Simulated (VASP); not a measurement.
The system is NbAs.

```
Nb As
1.0
     4.18700    0.00000    0.00000
    -2.09350    3.62605    0.00000
     0.00000    0.00000    6.88893
Nb As
2 2
Cartesian
  0.0000 2.4174 2.5705
  2.0935 1.2087 6.0150
  0.0000 2.4174 0.0000
  2.0935 1.2087 3.4445
```

```yaml
Program: VASP 6.6.1
Task: relaxation of cell and atoms
Functional: PBE
Potentials_or_basis: VASP PAW PBE potentials, release 64 (Nb_sv, As)
Cutoff: 600 eV
k_mesh: 6 × 6 × 4
Occupations: gaussian, width 0.1 eV
Spin: no spin polarisation
```

At the start: pressure -4.6 GPa; volume 26.15 Å³/atom.

How do energy, volume and symmetry change on relaxing?

Over 24 steps the energy falls by 254.5 meV/atom and the volume is 21.06 Å³/atom (-19.5 %); space group P6_3mc (No. 186, to 0.1 Å) before and after.

Step by step:
```tsv
step	energy change (eV)	largest force (eV/Å)	pressure (GPa)	volume (Å³)
1	0.0000	0.3321	-4.64	104.59
2	-0.0116	0.0193	5.64	93.54
3	-0.0972	0.1895	0.15	98.65
4	-0.1136	0.2343	0.14	98.55
5	-0.1861	0.3454	0.04	98.18
6	-0.3846	0.2067	-0.85	97.24
7	-0.7065	0.8087	-4.25	94.56
8	-0.7151	1.2681	-5.32	93.57
9	-0.7162	1.0331	-4.76	94.12
10	-0.7179	1.0419	-4.80	94.08
11	-0.7227	1.0678	-4.94	93.96
12	-0.7308	1.1183	-5.21	93.72
13	-0.7410	1.2007	-5.72	93.22
14	-0.7338	1.4290	-6.75	92.17
15	-0.7415	1.2564	-5.98	92.97
16	-0.7562	1.2209	-5.88	92.73
17	-0.7982	1.1145	-5.52	91.98
18	-0.8721	0.9010	-4.75	90.50
19	-0.9760	0.4657	-2.85	87.54
20	-0.9906	0.5264	2.85	81.65
21	-1.0173	0.0667	-0.01	84.27
22	-1.0173	0.0969	0.16	84.10
23	-1.0176	0.0731	0.09	84.14
24	-1.0178	0.0085	-0.11	84.24
```

Final structure:
```
Nb As
1.0
     3.42004    0.00000    0.00000
    -1.71002    2.96184    0.00000
     0.00000    0.00000    8.31584
Nb As
2 2
Direct
  0.33333 0.66667 0.33848
  0.66667 0.33333 0.83848
  0.33333 0.66667 0.03466
  0.66667 0.33333 0.53466
```

Caveat: the volume moved by over 15 % at a fixed basis, so the end points are rough.
